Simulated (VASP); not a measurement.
# KBr (Fm-3m) in VASP: notebook

The runs below take KBr through vibrations by perturbation theory, with PBEsol.

All numbers are computed with VASP 6.6.1; they aren't measurements. Logs are shortened: lines on timing, memory, paths and dates and some standing lists are left out, and cuts for length are marked.

**1. The cell of the first run**

It takes space group Fm-3m (No. 225, cubic). Conventional cell: a = 5.772 Å, b = 5.772 Å, c = 5.772 Å, α = 90.00°, β = 90.00°, γ = 90.00°. Within 3.8 Å of K (site symmetry m-3m) lie 6 Br at 2.89 Å. Within 3.8 Å of Br (site symmetry m-3m) lie 6 K at 2.89 Å.

**2. Vibrations by perturbation theory, PBEsol**

File INCAR:

```
  PREC = Accurate
  ENCUT = 520
  EDIFF = 1E-8
  ISMEAR = 0
  SIGMA = 0.01
  LREAL = False
  LASPH = True
  NELM = 60
  ALGO = Normal
  ISIF = 2
  LWAVE = False
  LCHARG = True
  GGA = PS
  NBANDS = 15
  IBRION = 8
  NSW = 1
```

File KPOINTS:

```
regular mesh
0
Gamma
  6 6 6
```

File POSCAR:

```
KBr
1.0
    2.8860910258      2.8860910258      0.0000000000
   -2.8860910258      2.8860910258      0.0000000000
    0.0000000000      2.8860910258      2.8860910258
K Br
1 1
Direct
    0.0000000000      0.0000000000      0.0000000000
    0.5000000000      0.5000000000      0.0000000000
```

Potentials or basis: VASP PAW PBE potentials, release 64 (K_sv, Br).

Command:

```
$ cat potpaw_PBE.64/K_sv/POTCAR potpaw_PBE.64/Br/POTCAR > POTCAR
$ mpirun -np 1 vasp_std > vasp.out
```

OUTCAR:

```text
PREC = Accurate
   ENCUT = 520
   EDIFF = 1E-8
   ISMEAR = 0
   LREAL = False
   LASPH = True
   NELM = 60
   ISIF = 2
   GGA = PS
   IBRION = 8
   NSW = 1

 ion  position               nearest neighbor table
   1  0.000  0.000  0.000-   2 2.89   2 2.89   2 2.89   2 2.89   2 2.89   2 2.89
   2  0.500  0.500  0.000-   1 2.89   1 2.89   1 2.89   1 2.89   1 2.89   1 2.89

  LATTYP: Found a face centered cubic cell.
 ALAT       =     5.7721820516

  Lattice vectors:

 A1 = (   0.0000000000,   2.8860910258,   2.8860910258)
 A2 = (   2.8860910258,   0.0000000000,   2.8860910258)
 A3 = (   2.8860910258,   2.8860910258,   0.0000000000)

Analysis of symmetry for initial positions (statically):
=====================================================================
 Subroutine PRICEL returns:
 Original cell was already a primitive cell.

 Routine SETGRP: Setting up the symmetry group for a
 face centered cubic supercell.

 Subroutine GETGRP returns: Found 48 space group operations
 (whereof 48 operations were pure point group operations)
 out of a pool of 48 trial point group operations.

The static configuration has the point symmetry O_h .

Analysis of symmetry for dynamics (positions and initial velocities):
=====================================================================
 Subroutine PRICEL returns:
 Original cell was already a primitive cell.

 Routine SETGRP: Setting up the symmetry group for a
 face centered cubic supercell.

 Subroutine GETGRP returns: Found 48 space group operations
 (whereof 48 operations were pure point group operations)
 out of a pool of 48 trial point group operations.

The dynamic configuration has the point symmetry O_h .

 Subroutine INISYM returns: Found 48 space group operations
 (whereof 48 operations are pure point group operations),
 and found     1 'primitive' translations

----------------------------------------------------------------------------------------

                                     Primitive cell

[... 435 lines left out ...]

 VOLUME and BASIS-vectors are now :
 -----------------------------------------------------------------------------
  energy-cutoff  :      520.00
  volume of cell :       48.08
      direct lattice vectors                 reciprocal lattice vectors
     2.886091026  2.886091026  0.000000000     0.173244709  0.173244709 -0.173244709
    -2.886091026  2.886091026  0.000000000    -0.173244709  0.173244709 -0.173244709
     0.000000000  2.886091026  2.886091026     0.000000000  0.000000000  0.346489418

 POSITION                                       TOTAL-FORCE (eV/Angst)
 -----------------------------------------------------------------------------------
      0.00000      0.00000      0.00000        -0.000000     -0.000000      0.000000
      0.00000      2.88609      0.00000         0.000000      0.000000      0.000000
 -----------------------------------------------------------------------------------
    total drift:                               -0.000000      0.000000      0.000000

  FREE ENERGIE OF THE ION-ELECTRON SYSTEM (eV)
  ---------------------------------------------------
  free  energy   TOTEN  =        -5.7232690729 eV

  energy  without entropy=       -5.7232690729  energy(sigma->0) =       -5.72326907

[... ionic steps 2 to 3 ...]

--------------------------------------- Ionic step        4  -------------------------------------------

------------------------ aborting loop because EDIFF is reached ----------------------------------------

[... ionic steps 5 to 6 ...]

--------------------------------------- Ionic step        7  -------------------------------------------

 Free energy of the ion-electron system (eV)
  ---------------------------------------------------
  ---------------------------------------------------
  free energy    TOTEN  =        -0.14190191 eV

  energy without entropy =       -0.14190191

------------------------ aborting loop because EDIFF is reached ----------------------------------------

 INTERNAL STRAIN TENSOR  FOR ION    2  DIRECTION 1   (eV/Angst):
 -----------------------------------------------------------------------------
    -0.00284  0.00000  0.00000
     0.00000  0.00209 -0.00000
     0.00000 -0.00000  0.00209

 INTERNAL STRAIN TENSOR FOR ION    2 for displacements in x,y,z  (eV/Angst):
          X           Y           Z          XY          YZ          ZX
  --------------------------------------------------------------------------------
  x     0.00000     0.00000     0.00000     0.00000     0.00000     0.00000
  y     0.00000     0.00000     0.00000     0.00000     0.00000     0.00000
  z     0.00000     0.00000     0.00000     0.00000     0.00000     0.00000

 SECOND DERIVATIVES (NOT SYMMETRIZED)
 ------------------------------------
               1X          1Y          1Z          2X          2Y          2Z
  1X    -5.227356    0.000000    0.000000    5.227356    0.000000    0.000000
  1Y     0.000000   -5.227356    0.000000    0.000000    5.227356    0.000000
  1Z     0.000000    0.000000   -5.227356    0.000000    0.000000    5.227356
  2X     5.221880    0.000000   -0.000000   -5.221880   -0.000000    0.000000
  2Y    -0.000000    5.221880    0.000000    0.000000   -5.221880   -0.000000
  2Z    -0.000000    0.000000    5.221880    0.000000   -0.000000   -5.221880

 Eigenvectors and eigenvalues of the dynamical matrix
 ----------------------------------------------------

   1 f  =    6.974814 THz    43.824049 2PiTHz  232.654751 cm-1    28.845500 meV
             X         Y         Z           dx          dy          dz
      0.000000  0.000000  0.000000    -0.000000    0.819562   -0.000000
      0.000000  2.886091  0.000000     0.000000   -0.572990   -0.000000
[... 21 lines left out ...]
   6 f/i=    0.001716 THz     0.010784 2PiTHz    0.057249 cm-1     0.007098 meV
             X         Y         Z           dx          dy          dz
      0.000000  0.000000  0.000000    -0.094835    0.517162    0.227746
      0.000000  2.886091  0.000000    -0.135644    0.739709    0.325750

--------------------------------------------------------------------------------------------------------

 ELASTIC MODULI CONTR FROM IONIC RELAXATION (kBar)
 Direction    XX          YY          ZZ          XY          YZ          ZX
 --------------------------------------------------------------------------------
 XX           0.0000      0.0000      0.0000      0.0000      0.0000      0.0000
 YY           0.0000      0.0000      0.0000      0.0000      0.0000      0.0000
 ZZ           0.0000      0.0000      0.0000      0.0000      0.0000      0.0000
 XY           0.0000      0.0000      0.0000      0.0000      0.0000      0.0000
 YZ           0.0000      0.0000      0.0000      0.0000      0.0000      0.0000
 ZX           0.0000      0.0000      0.0000      0.0000      0.0000      0.0000
 --------------------------------------------------------------------------------
```

stdout:

```text
POSCAR found type information on POSCAR K Br
 POSCAR found :  2 types and       2 ions
 scaLAPACK will be used
 -----------------------------------------------------------------------------
|                                                                             |
|                                                                             |
|     You enforced a specific xc type in the INCAR file but a different       |
|     I HOPE YOU KNOW WHAT YOU ARE DOING!                                     |
|                                                                             |
 -----------------------------------------------------------------------------

 LDA part: xc-table for (Slater+PW92), standard interpolation
 POSCAR, INCAR and KPOINTS ok, starting setup
 FFT: planning ... GRIDC
 FFT: planning ... GRID_SOFT
 FFT: planning ... GRID
 WAVECAR not read
 entering main loop
 Linear response reoptimize wavefunctions to high precision
 Linear response DOF=           2
 Linear response progress:
 first order change of Fermi-energy   0.17522E-03
 force on displaced ion       1 direction 1 :  -5.227  -0.000  -0.000
 Linear response progress:
 first order change of Fermi-energy   0.21134E-04
 force on displaced ion       2 direction 1 :  -5.222  -0.000  -0.000
 Linear response finished
```

Run time: 3.8 min. Hardware: 1 thread of Intel Xeon Platinum 8259CL at 2.50GHz (Skylake/Cascade Lake), shared host; peak memory 0.22 GiB.

Results:

```yaml
Highest_phonon_frequency_at_Γ_LO-TO_splitting_left_out: 233 cm⁻¹
```

Phonon frequencies in cm⁻¹ (negative: imaginary):
```tsv
q point	frequencies
(0.000, 0.000, 0.000)	0 0 0 233 233 233
```

Caveat: the k points lie up to 0.36 Å⁻¹ apart; the cell wasn't relaxed at this level first, which shifts response properties; the PAW data sets were made with another functional, which shifts forces and pressure a little.

**3. Vibrations by perturbation theory, PBEsol**

This run uses another cell than the first one, of 25.91 Å³/atom, 1.078 times its volume.

File INCAR:

```
PREC = Accurate
ENCUT = 520
EDIFF = 1E-8
ISMEAR = 0
SIGMA = 0.01
LREAL = F
LASPH = T
NELM = 80
ALGO = Normal
ISIF = 2
LWAVE = F
LCHARG = T
GGA = PS
IBRION = 8
NSW = 1
```

File KPOINTS:

```
Automatic mesh
0
Gamma
  6 6 6
```

File POSCAR:

```
KBr
1.0
    2.9590402284      2.9590402284      0.0000000000
   -2.9590402284      2.9590402284      0.0000000000
    0.0000000000      2.9590402284      2.9590402284
K Br
1 1
Direct
    0.0000000000      0.0000000000      0.0000000000
    0.5000000000      0.5000000000      0.0000000000
```

Potentials or basis: VASP PAW PBE potentials, release 64 (K_sv, Br).

Command:

```
$ cat potpaw_PBE.64/K_sv/POTCAR potpaw_PBE.64/Br/POTCAR > POTCAR
$ mpirun -np 1 vasp_std > vasp.out
```

OUTCAR:

```text
PREC = Accurate
   ENCUT = 520
   EDIFF = 1E-8
   ISMEAR = 0
   LREAL = F
   LASPH = T
   NELM = 80
   ISIF = 2
   GGA = PS
   IBRION = 8
   NSW = 1

 ion  position               nearest neighbor table
   1  0.000  0.000  0.000-   2 2.96   2 2.96   2 2.96   2 2.96   2 2.96   2 2.96
   2  0.500  0.500  0.000-   1 2.96   1 2.96   1 2.96   1 2.96   1 2.96   1 2.96

  LATTYP: Found a face centered cubic cell.
 ALAT       =     5.9180804568

  Lattice vectors:

 A1 = (   0.0000000000,   2.9590402284,   2.9590402284)
[... 484 lines left out ...]
  1X    -4.108582    0.000000    0.000000    4.108582    0.000000    0.000000
  1Y     0.000000   -4.108582    0.000000    0.000000    4.108582    0.000000
  1Z     0.000000    0.000000   -4.108582    0.000000    0.000000    4.108582
  2X     4.106713    0.000000   -0.000000   -4.106713   -0.000000    0.000000
  2Y    -0.000000    4.106713    0.000000    0.000000   -4.106713   -0.000000
  2Z     0.000000    0.000000    4.106713   -0.000000   -0.000000   -4.106713

 Eigenvectors and eigenvalues of the dynamical matrix
 ----------------------------------------------------

   1 f  =    6.184148 THz    38.856146 2PiTHz  206.280964 cm-1    25.575568 meV
             X         Y         Z           dx          dy          dz
      0.000000  0.000000  0.000000     0.819482   -0.000000   -0.000000
      0.000000  2.959040  0.000000    -0.573104   -0.000000    0.000000
[... 21 lines left out ...]
   6 f/i=    0.000661 THz     0.004152 2PiTHz    0.022043 cm-1     0.002733 meV
             X         Y         Z           dx          dy          dz
      0.000000  0.000000  0.000000    -0.331258    0.460139    0.083602
      0.000000  2.959040  0.000000    -0.473665    0.657953    0.119542

--------------------------------------------------------------------------------------------------------

 ELASTIC MODULI CONTR FROM IONIC RELAXATION (kBar)
 Direction    XX          YY          ZZ          XY          YZ          ZX
 --------------------------------------------------------------------------------
 XX           0.0000      0.0000      0.0000      0.0000      0.0000      0.0000
 YY           0.0000      0.0000      0.0000      0.0000      0.0000      0.0000
 ZZ           0.0000      0.0000      0.0000      0.0000      0.0000      0.0000
 XY           0.0000      0.0000      0.0000      0.0000      0.0000      0.0000
 YZ           0.0000      0.0000      0.0000      0.0000      0.0000      0.0000
 ZX           0.0000      0.0000      0.0000      0.0000      0.0000      0.0000
 --------------------------------------------------------------------------------
```

stdout:

```text
POSCAR found type information on POSCAR K Br
 POSCAR found :  2 types and       2 ions
 scaLAPACK will be used
 -----------------------------------------------------------------------------
|                                                                             |
|                                                                             |
|     You enforced a specific xc type in the INCAR file but a different       |
|     I HOPE YOU KNOW WHAT YOU ARE DOING!                                     |
|                                                                             |
 -----------------------------------------------------------------------------

 LDA part: xc-table for (Slater+PW92), standard interpolation
 POSCAR, INCAR and KPOINTS ok, starting setup
 FFT: planning ... GRIDC
 FFT: planning ... GRID_SOFT
 FFT: planning ... GRID
 WAVECAR not read
 entering main loop
 Linear response reoptimize wavefunctions to high precision
 Linear response DOF=           2
 Linear response progress:
 first order change of Fermi-energy   0.10530E-02
 force on displaced ion       1 direction 1 :  -4.109   0.000  -0.000
 Linear response progress:
 first order change of Fermi-energy  -0.89183E-03
 force on displaced ion       2 direction 1 :  -4.107  -0.000  -0.000
 Linear response finished
```

It took 2.1 min on 1 thread of Intel Xeon Platinum 8259CL at 2.50GHz (Skylake/Cascade Lake), shared host; peak memory 0.22 GiB.

What came out:

| Property | Result |
| --- | --- |
| Highest phonon frequency at Γ, LO-TO splitting left out | 206 cm⁻¹ |

Phonon frequencies in cm⁻¹ (negative: imaginary):
| q point | frequencies |
| --- | --- |
| (0.000, 0.000, 0.000) | 0 0 0 206 206 206 |

Caveat: the cell wasn't relaxed at this level first, which shifts response properties; the PAW data sets were made with another functional, which shifts forces and pressure a little.
